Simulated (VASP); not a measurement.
Write the native input for VASP 6.6.1 that does the following.

```
Task                               : single point
Functional                         : B3LYP
Potentials or basis                : VASP PAW PBE potentials, release 64 (Al, N)
Cutoff                             : 520 eV
k mesh                             : 5 × 5 × 5
Occupations                        : fermi-dirac, width 0.05 eV
Spin                               : no spin polarisation
Dipole correction                  : no
Grid for exact exchange (PRECFOCK) : Normal
Further INCAR settings             : ALGO = Normal; EDIFF = 1e-07; NBANDS = 11
Share of exact exchange            : 0.2
```

Crystal: AlN.

```xyz
2
Lattice="0.0000 2.1693 2.1693 2.1693 0.0000 2.1693 2.1693 2.1693 0.0000" Properties=species:S:1:pos:R:3 pbc="T T T"
Al    0.0000    0.0000    0.0000
N     1.0847    1.0847    1.0847
```

These files were run (other wordings do the same):

POSCAR

```
AlN
1.0
    0.0000000000      2.1693354430      2.1693354430
    2.1693354430      0.0000000000      2.1693354430
    2.1693354430      2.1693354430      0.0000000000
Al N
1 1
Direct
    0.0000000000      0.0000000000      0.0000000000
    0.2500000000      0.2500000000      0.2500000000
```

INCAR.step1

```
SYSTEM = AlN
ALGO     = Normal         ! electronic algorithm
EDIFF    = 1E-5           ! SCF threshold, eV
ENCUT    = 520            ! plane-wave cutoff, eV
GGA      = PE             ! functional
ISIF     = 2              ! what is computed and relaxed
ISMEAR   = -1             ! smearing method
LASPH    = .True.         ! aspherical terms in the spheres
LCHARG   = .False.        ! write CHGCAR
LREAL    = .False.        ! projectors in reciprocal space
LWAVE    = .True.         ! write WAVECAR
NBANDS   = 11             ! bands
NELM     = 60             ! most SCF steps
PREC     = Accurate       ! precision mode
SIGMA    = 0.05           ! smearing width, eV
```

INCAR.step2

```
SYSTEM = AlN
AEXX     = 0.2            ! exact-exchange fraction
AGGAC    = 0.81         
AGGAX    = 0.72         
ALDAC    = 0.19         
ALGO     = Normal         ! electronic algorithm
EDIFF    = 1E-7           ! SCF threshold, eV
ENCUT    = 520            ! plane-wave cutoff, eV
GGA      = B3             ! functional
ISIF     = 2              ! what is computed and relaxed
ISMEAR   = -1             ! smearing method
ISTART   = 1            
LASPH    = .True.         ! aspherical terms in the spheres
LCHARG   = .False.        ! write CHGCAR
LHFCALC  = .True.         ! exact exchange
LREAL    = .False.        ! projectors in reciprocal space
LWAVE    = .False.        ! write WAVECAR
NBANDS   = 11             ! bands
NELM     = 60             ! most SCF steps
PREC     = Accurate       ! precision mode
PRECFOCK = Normal       
SIGMA    = 0.05           ! smearing width, eV
```

KPOINTS

```
k-points
0
Gamma
  5 5 5
  0 0 0
```

Potentials or basis: VASP PAW PBE potentials, release 64 (Al, N).

Run with:

```sh
$ cat potpaw_PBE.64/Al/POTCAR potpaw_PBE.64/N/POTCAR > POTCAR
$ cp INCAR.step1 INCAR
$ mpirun -np 1 vasp_std > vasp.out
$ cp INCAR.step2 INCAR
$ mpirun -np 1 vasp_std > vasp.out
```

It gave:

- Pressure: 7.6 GPa
- Band gap on the k mesh: 5.90 eV (least direct gap 6.39 eV)

Caveat: the k points lie up to 0.50 Å⁻¹ apart; the PAW data sets were made with another functional, which shifts forces and pressure a little; an odd mesh through Γ misses points on the zone boundary, where band edges can lie.

Run time: 5.7 min on 1 thread of Intel Xeon 8259CL, with other jobs on the host, peak memory 0.14 GiB.
